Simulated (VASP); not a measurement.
# Se (P3_121) in VASP: a series of runs, part 2 of 3

VASP 6.6.1. The steps go on from the part before.

### 3 Single point, PBE+D3(BJ)

This run uses another cell than the first one, of the same volume but with other edges.

INCAR

```
PREC = Accurate
ENCUT = 520
EDIFF = 1E-7
ISMEAR = 0
SIGMA = 0.05
LREAL = F
LASPH = T
NELM = 60
ALGO = Normal
ISIF = 2
LWAVE = F
LCHARG = F
GGA = PE
IVDW = 12
NBANDS = 16
```

KPOINTS

```
Automatic mesh
0
Gamma
  9 9 8
```

POSCAR

```
Se
1.0
    3.8829940266      0.0000000000      0.0000000000
   -1.9414970133      3.3627714698      0.0000000000
    0.0000000000      0.0000000000      5.6283998416
Se
3
Direct
    0.2934348538      0.0000000000      0.3333333333
    0.0000000000      0.2934348538      0.6666666667
    0.7065651462      0.7065651462      0.0000000000
```

Potentials or basis: VASP PAW PBE potentials, release 64 (Se).

The run is started by

```bash
> cat potpaw_PBE.64/Se/POTCAR > POTCAR
> mpirun -np 1 vasp_std > vasp.out
```

OUTCAR:

```text
PREC = Accurate
   ENCUT = 520
   EDIFF = 1E-7
   ISMEAR = 0
   LREAL = F
   LASPH = T
   NELM = 60
   ISIF = 2
   GGA = PE
   IVDW = 12
 IVDW          = 12

 ion  position               nearest neighbor table
   1  0.293  0.000  0.333-   3 2.72   2 2.72
   2  0.000  0.293  0.667-   3 2.72   1 2.72
   3  0.707  0.707  0.000-   1 2.72   2 2.72

  LATTYP: Found a hexagonal cell.
 ALAT       =     3.8829940266
 C/A-ratio  =     1.4495000000

  Lattice vectors:

 A1 = (   3.8829940266,   0.0000000000,   0.0000000000)
 A2 = (  -1.9414970133,   3.3627714698,   0.0000000000)
 A3 = (   0.0000000000,   0.0000000000,   5.6283998416)

Analysis of symmetry for initial positions (statically):
=====================================================================
 Subroutine PRICEL returns:
 Original cell was already a primitive cell.

 Routine SETGRP: Setting up the symmetry group for a
 hexagonal supercell.

 Subroutine GETGRP returns: Found  6 space group operations
 (whereof  2 operations were pure point group operations)
 out of a pool of 24 trial point group operations.

The static configuration has the point symmetry C_2 .
 The point group associated with its full space group is D_3 .

Analysis of symmetry for dynamics (positions and initial velocities):
=====================================================================
 Subroutine PRICEL returns:
 Original cell was already a primitive cell.

 Routine SETGRP: Setting up the symmetry group for a
 hexagonal supercell.

 Subroutine GETGRP returns: Found  6 space group operations
 (whereof  2 operations were pure point group operations)
 out of a pool of 24 trial point group operations.

The dynamic configuration has the point symmetry C_2 .
 The point group associated with its full space group is D_3 .

 Subroutine INISYM returns: Found  6 space group operations
 (whereof  2 operations are pure point group operations),
[... 117 lines left out ...]
     AMIX     =   0.40;   BMIX     =  1.00
     AMIX_MAG =   1.60;   BMIX_MAG =  1.00
  volume/ion in A,a.u.               =      24.50       165.32
  Fermi-wavevector in a.u.,A,eV,Ry     =   1.024274  1.935597 14.274368  1.049136
  Thomas-Fermi vector in A             =   2.158052
   LORBIT       =      0    0 simple, 1 ext, 2 COOP (PROOUT), +10 PAW based schemes
   GGA     = PE    functional components
   LHFCALC =     F    Hartree Fock is set to
   AEXX    =    0.0000 exact exchange contribution
   IVDW    =    12    specifies the selected vdW correction
   LEPSILON=     F    determine dielectric tensor
   LRPA    =     F    only Hartree local field effects (RPA)
 non-spin polarized calculation
 Gauss-broadening in eV      SIGMA  =   0.05
  energy-cutoff  :      520.00
  volume of cell :       73.49
 maximum number of plane-waves:      2000
 NGX is ok and might be reduce to    30

 number of electron      17.9999999 magnetization

 Free energy of the ion-electron system (eV)
  ---------------------------------------------------
  ext. energy  EPLUGINS =         0.00000000
  ---------------------------------------------------
  free energy    TOTEN  =        -9.99924665 eV

  energy without entropy =       -9.99906947  energy(sigma->0) =       -9.99915806

 E-fermi :   3.5552     XC(G=0):  -9.5631

 val. band max:        3.5550409483   @ k =   0.3333   0.3333   0.5000
 cond. band min:       3.8948344597   @ k =   0.4444   0.1111   0.5000
 fundamental gap:      0.3397935114
 Fermi energy:         3.5552380481

 k-point     1 :       0.0000    0.0000    0.0000
  band No.  band energies     occupation
      1     -11.6540      2.00000
      2      -8.3797      2.00000
      3      -8.3797      2.00000
      4       1.0704      2.00000
      5       1.0704      2.00000
      6       1.1899      2.00000
[... 433 lines left out ...]
      3      -7.8856      2.00000
      4      -1.3732      2.00000
      5      -0.8208      2.00000
      6       0.4358      2.00000
[... 8 lines left out ...]
     15      13.1372      0.00000
     16      13.4716      0.00000

 [... further k-points ...]

------------------------ aborting loop because EDIFF is reached ----------------------------------------

 Edisp (eV)   -1.07015

 E8    (eV) :    -0.4420

  FORCE on cell =-STRESS in cart. coord.  units (eV):
  Direction    XX          YY          ZZ          XY          YZ          ZX
  --------------------------------------------------------------------------------------
  -------------------------------------------------------------------------------------
  Total      -2.18122    -2.18122    -5.17388     0.00000     0.00000     0.00000
  in kB     -47.55112   -47.55112  -112.79189     0.00000     0.00000     0.00000
  external pressure =      -69.30 kB  Pullay stress =        0.00 kB

 VOLUME and BASIS-vectors are now :
 -----------------------------------------------------------------------------
  energy-cutoff  :      520.00
  volume of cell :       73.49
      direct lattice vectors                 reciprocal lattice vectors
     3.882994027  0.000000000  0.000000000     0.257533232  0.148686881  0.000000000
    -1.941497013  3.362771470  0.000000000     0.000000000  0.297373761  0.000000000
     0.000000000  0.000000000  5.628399842     0.000000000  0.000000000  0.177670391

 POSITION                                       TOTAL-FORCE (eV/Angst)
 -----------------------------------------------------------------------------------
      1.13941      0.00000      1.87613        -0.691202     -0.000000     -0.000000
     -0.56970      0.98675      3.75227         0.345601     -0.598598      0.000000
      1.37179      2.37602      0.00000         0.345601      0.598598      0.000000
 -----------------------------------------------------------------------------------
    total drift:                                0.000000      0.000000      0.000000

  FREE ENERGIE OF THE ION-ELECTRON SYSTEM (eV)
  ---------------------------------------------------
  free  energy   TOTEN  =       -11.0693970889 eV

  energy  without entropy=      -11.0692199075  energy(sigma->0) =      -11.06930850
```

OSZICAR:

```text
N       E                     dE             d eps       ncg     rms          rms(c)
DAV:   1     0.792321348874E+02    0.79232E+02   -0.74138E+03  2592   0.950E+02
DAV:   2    -0.527670781069E+01   -0.84509E+02   -0.80714E+02  3392   0.155E+02
DAV:   3    -0.998406273788E+01   -0.47074E+01   -0.46874E+01  3192   0.408E+01
DAV:   4    -0.100131943310E+02   -0.29132E-01   -0.29125E-01  3568   0.383E+00
DAV:   5    -0.100133654925E+02   -0.17116E-03   -0.17116E-03  3224   0.288E-01    0.532E+00
DAV:   6    -0.100003842219E+02    0.12981E-01   -0.14989E-02  3536   0.776E-01    0.320E+00
DAV:   7    -0.999937934459E+01    0.10049E-02   -0.29114E-02  3344   0.108E+00    0.144E-01
DAV:   8    -0.999918379120E+01    0.19555E-03   -0.30743E-03  3304   0.322E-01    0.682E-02
DAV:   9    -0.999924061393E+01   -0.56823E-04   -0.12712E-04  3664   0.724E-02    0.224E-02
DAV:  10    -0.999924514763E+01   -0.45337E-05   -0.85256E-06  3440   0.181E-02    0.488E-03
DAV:  11    -0.999924647569E+01   -0.13281E-05   -0.13719E-06  3576   0.742E-03    0.235E-03
DAV:  12    -0.999924663020E+01   -0.15451E-06   -0.18718E-07  3352   0.259E-03    0.393E-04
DAV:  13    -0.999924665248E+01   -0.22274E-07   -0.15017E-08  2656   0.790E-04
   1 F= -.11069397E+02 E0= -.11069308E+02  d E =-.177181E-03
```

stdout:

```text
POSCAR found type information on POSCAR Se
 POSCAR found :  1 types and       3 ions
 scaLAPACK will be used
 LDA part: xc-table for (Slater+PW92), standard interpolation
 POSCAR, INCAR and KPOINTS ok, starting setup
 FFT: planning ... GRIDC
 FFT: planning ... GRID_SOFT
 FFT: planning ... GRID
 WAVECAR not read
 entering main loop
```

It took 2.2 min on 1 thread of Intel Xeon 8259CL, shared host; peak memory 0.23 GiB.

Results:

| Quantity | Value |
| --- | --- |
| Free energy | -11.0694 eV |
| Pressure | -6.9 GPa |
| Largest force | 0.691 eV/Å |
| Band gap on the k mesh | zero (filled and empty bands touch) |
| Dispersion energy per atom | -0.357 eV |

Forces in eV/Å, atoms in the order of the input:
```
Se  -0.691  0.000  0.000
Se   0.346 -0.599  0.000
Se   0.346  0.599  0.000
```

Stress tensor (GPa, compression positive):
```
 -4.76   0.00   0.00
  0.00  -4.76   0.00
  0.00   0.00 -11.28
```

Levels at points of the mesh, in eV from the Fermi level:
| k point | band 5 | band 6 | band 7 | band 8 | band 9 | band 10 | band 11 | band 12 | band 13 | band 14 |
| --- | --- | --- | --- | --- | --- | --- | --- | --- | --- | --- |
| (0.00, 0.00, 0.00) | -2.48 | -2.37 | -1.50 | -1.50 | -0.89 | 1.21 | 1.21 | 2.14 | 6.69 | 6.69 |
| (0.00, 0.00, 0.50) | -2.21 | -2.21 | -0.77 | -0.40 | -0.40 | 0.49 | 0.54 | 0.54 | 5.38 | 7.31 |

Caveat: the stress differs along the axes, from -11 to -5 GPa.

### 4 Single point, PBE+D3(BJ)

This run uses another cell than the first one, of the same volume but with other edges.

INCAR

```
PREC     = Accurate       # precision mode
ENCUT    = 520            # plane-wave cutoff, eV
EDIFF    = 1E-7           # SCF threshold, eV
ISMEAR   = 0              # smearing method
SIGMA    = 0.05           # smearing width, eV
LREAL    = False          # projectors in reciprocal space
LASPH    = True           # aspherical terms in the spheres
NELM     = 60             # most SCF steps
ALGO     = Normal         # electronic algorithm
ISIF     = 2              # what is computed and relaxed
LWAVE    = False          # write WAVECAR
LCHARG   = False          # write CHGCAR
GGA      = PE             # functional
IVDW     = 12             # dispersion correction
NBANDS   = 16             # bands
```

KPOINTS is that of step 3.

POSCAR

```
Se
1.0
    3.8829940266      0.0000000000      0.0000000000
   -1.9414970133      3.3627714698      0.0000000000
    0.0000000000      0.0000000000      5.6283998416
Se
3
Direct
    0.2627083307      0.0000000000      0.3333333333
    0.0000000000      0.2627083307      0.6666666667
    0.7372916693      0.7372916693      0.0000000000
```

Potentials or basis: VASP PAW PBE potentials, release 64 (Se).

The run is started by

```bash
> cat potpaw_PBE.64/Se/POTCAR > POTCAR
> mpirun -np 1 vasp_std > vasp.out
```

OUTCAR:

```text
PREC = Accurate
   ENCUT = 520
   EDIFF = 1E-7
   ISMEAR = 0
   LREAL = False
   LASPH = True
   NELM = 60
   ISIF = 2
   GGA = PE
   IVDW = 12
 IVDW          = 12

 ion  position               nearest neighbor table
   1  0.263  0.000  0.333-   3 2.58   2 2.58
   2  0.000  0.263  0.667-   3 2.58   1 2.58
   3  0.737  0.737  0.000-   1 2.58   2 2.58

  LATTYP: Found a hexagonal cell.
 ALAT       =     3.8829940266
 C/A-ratio  =     1.4495000000

  Lattice vectors:

 A1 = (   3.8829940266,   0.0000000000,   0.0000000000)
 A2 = (  -1.9414970133,   3.3627714698,   0.0000000000)
 A3 = (   0.0000000000,   0.0000000000,   5.6283998416)

Analysis of symmetry for initial positions (statically):
=====================================================================
 Subroutine PRICEL returns:
 Original cell was already a primitive cell.

 Routine SETGRP: Setting up the symmetry group for a
 hexagonal supercell.

 Subroutine GETGRP returns: Found  6 space group operations
 (whereof  2 operations were pure point group operations)
 out of a pool of 24 trial point group operations.

The static configuration has the point symmetry C_2 .
 The point group associated with its full space group is D_3 .

[... 167 lines left out ...]
 cond. band min:       3.9823154329   @ k =  -0.2222  -0.4444   0.3750
 fundamental gap:      0.4939117009
 Fermi energy:         3.4884038305

 k-point     1 :       0.0000    0.0000    0.0000
  band No.  band energies     occupation
      1     -11.8763      2.00000
      2      -8.4412      2.00000
      3      -8.4412      2.00000
      4       0.7425      2.00000
      5       0.7425      2.00000
      6       0.8832      2.00000
[... 433 lines left out ...]
      3      -7.8438      2.00000
      4      -1.4184      2.00000
      5      -1.0225      2.00000
      6       0.4313      2.00000
[... 8 lines left out ...]
     15      12.7453      0.00000
     16      13.3067      0.00000

 [... further k-points ...]

------------------------ aborting loop because EDIFF is reached ----------------------------------------

 Edisp (eV)   -1.07025

 E8    (eV) :    -0.4423

  FORCE on cell =-STRESS in cart. coord.  units (eV):
  Direction    XX          YY          ZZ          XY          YZ          ZX
  --------------------------------------------------------------------------------------
  -------------------------------------------------------------------------------------
  Total      -1.02670    -1.02670    -4.49064     0.00000     0.00000    -0.00000
  in kB     -22.38223   -22.38223   -97.89720     0.00000     0.00000    -0.00000
  external pressure =      -47.55 kB  Pullay stress =        0.00 kB

 VOLUME and BASIS-vectors are now :
 -----------------------------------------------------------------------------
  energy-cutoff  :      520.00
  volume of cell :       73.49
      direct lattice vectors                 reciprocal lattice vectors
     3.882994027  0.000000000  0.000000000     0.257533232  0.148686881  0.000000000
    -1.941497013  3.362771470  0.000000000     0.000000000  0.297373761  0.000000000
     0.000000000  0.000000000  5.628399842     0.000000000  0.000000000  0.177670391

 POSITION                                       TOTAL-FORCE (eV/Angst)
 -----------------------------------------------------------------------------------
      1.02009      0.00000      1.87613        -0.453295     -0.000000     -0.000000
     -0.51005      0.88343      3.75227         0.226648     -0.392565      0.000000
      1.43145      2.47934      0.00000         0.226648      0.392565     -0.000000
 -----------------------------------------------------------------------------------
    total drift:                                0.000000      0.000000     -0.000000

  FREE ENERGIE OF THE ION-ELECTRON SYSTEM (eV)
  ---------------------------------------------------
  free  energy   TOTEN  =       -11.2910811018 eV

  energy  without entropy=      -11.2909069661  energy(sigma->0) =      -11.29099403
```

OSZICAR:

```text
N       E                     dE             d eps       ncg     rms          rms(c)
DAV:   1     0.792963589489E+02    0.79296E+02   -0.73845E+03  2592   0.948E+02
DAV:   2    -0.551975800040E+01   -0.84816E+02   -0.80766E+02  3424   0.156E+02
DAV:   3    -0.102324929462E+02   -0.47127E+01   -0.46949E+01  3272   0.410E+01
DAV:   4    -0.102613260731E+02   -0.28833E-01   -0.28828E-01  3432   0.383E+00
DAV:   5    -0.102615006393E+02   -0.17457E-03   -0.17456E-03  3368   0.292E-01    0.584E+00
DAV:   6    -0.102292382579E+02    0.32262E-01   -0.24980E-02  3384   0.102E+00    0.357E+00
DAV:   7    -0.102213358432E+02    0.79024E-02   -0.48697E-02  3192   0.141E+00    0.170E-01
DAV:   8    -0.102207499611E+02    0.58588E-03   -0.73800E-03  3032   0.510E-01    0.887E-02
DAV:   9    -0.102208231280E+02   -0.73167E-04   -0.19467E-04  3688   0.971E-02    0.302E-02
DAV:  10    -0.102208283797E+02   -0.52516E-05   -0.32189E-05  3344   0.374E-02    0.547E-03
DAV:  11    -0.102208295651E+02   -0.11854E-05   -0.49690E-06  3672   0.136E-02    0.361E-03
DAV:  12    -0.102208295742E+02   -0.91617E-08   -0.83636E-07  3176   0.555E-03
   1 F= -.11291081E+02 E0= -.11290994E+02  d E =-.174136E-03
```

Wall time 2.3 min (1 thread of Intel Xeon 8259CL, shared host); peak memory 0.24 GiB.

Results:

```
Free energy                : -11.2911 eV
Pressure                   : -4.8 GPa
Largest force              : 0.453 eV/Å
Band gap on the k mesh     : zero (filled and empty bands touch)
Dispersion energy per atom : -0.357 eV
```

Forces on the atoms (eV/Å):
```
Se  -0.453  0.000  0.000
Se   0.227 -0.393  0.000
Se   0.227  0.393  0.000
```

Stress tensor (GPa, compression positive):
```
-2.24  0.00  0.00
 0.00 -2.24  0.00
 0.00  0.00 -9.79
```

Levels at points of the mesh, in eV from the Fermi level:
```tsv
k point	band 6	band 7	band 8	band 9	band 10	band 11	band 12	band 13
(0.00, 0.00, 0.00)	-2.61	-1.24	-1.24	-0.29	1.24	1.24	2.49	6.55
(0.00, 0.00, 0.50)	-2.22	-0.97	-0.55	-0.55	0.91	1.17	1.17	5.50
```

Caveat: the stress differs along the axes, from -10 to -2 GPa.

### 5 Single point, PBE+D3(BJ)

This run uses another cell than the first one, of the same volume but with other edges.

INCAR

```
ALGO = Normal ; EDIFF = 1E-6
ENCUT = 520 ; GGA = PE
ISIF = 2 ; ISMEAR = 0
IVDW = 12 ; LASPH = True
LCHARG = False ; LREAL = False
LWAVE = False ; NBANDS = 16
NELM = 100 ; PREC = Accurate
SIGMA = 0.05
```

KPOINTS

```
k-points
0
Gamma
  9 9 8
```

POSCAR

```
Se
1.0
    4.2945953382      0.0000000000      0.0000000000
   -2.1472976691      3.7192286618      0.0000000000
    0.0000000000      0.0000000000      4.6012294453
Se
3
Direct
    0.2012552844      0.0000000000      0.3333333333
    0.0000000000      0.2012552844      0.6666666667
    0.7987447156      0.7987447156      0.0000000000
```

The run is started by

```bash
> cat potpaw_PBE.64/Se/POTCAR > POTCAR
> mpirun -np 1 vasp_std > vasp.out
```

Wall time 99 s (1 thread of Intel Xeon 8259CL, shared host); peak memory 0.24 GiB.

It converged, with:

- Free energy: -9.9460 eV
- Pressure: 22.5 GPa
- Largest force: 5.427 eV/Å
- Band gap on the k mesh: 1.37 eV (least direct gap 1.77 eV)
- Dispersion energy per atom: -0.352 eV

Forces on the atoms (eV/Å):
```
Se   5.427  0.000  0.000
Se  -2.713  4.700  0.000
Se  -2.713 -4.700  0.000
```

Stress tensor (GPa, compression positive):
```
16.81  0.00  0.00
 0.00 16.81  0.00
 0.00  0.00 33.84
```

Levels at points of the mesh, in eV from the valence-band top:
```
           k point  band 7  band 8  band 9  band 10  band 11  band 12
(0.00, 0.00, 0.00)   -3.17   -3.17   -0.73     2.67     2.67     2.74
(0.00, 0.00, 0.50)   -2.21   -2.21   -1.61     1.37     1.51     1.51
```

Caveat: the stress differs along the axes, from 17 to 34 GPa; forces of over 1 eV/Å act on the atoms, so gaps and moduli don't describe the material at rest.

(Continued in part 3 of 3.)

The gap in the log of VASP goes by the Fermi energy; the results here count the filled bands.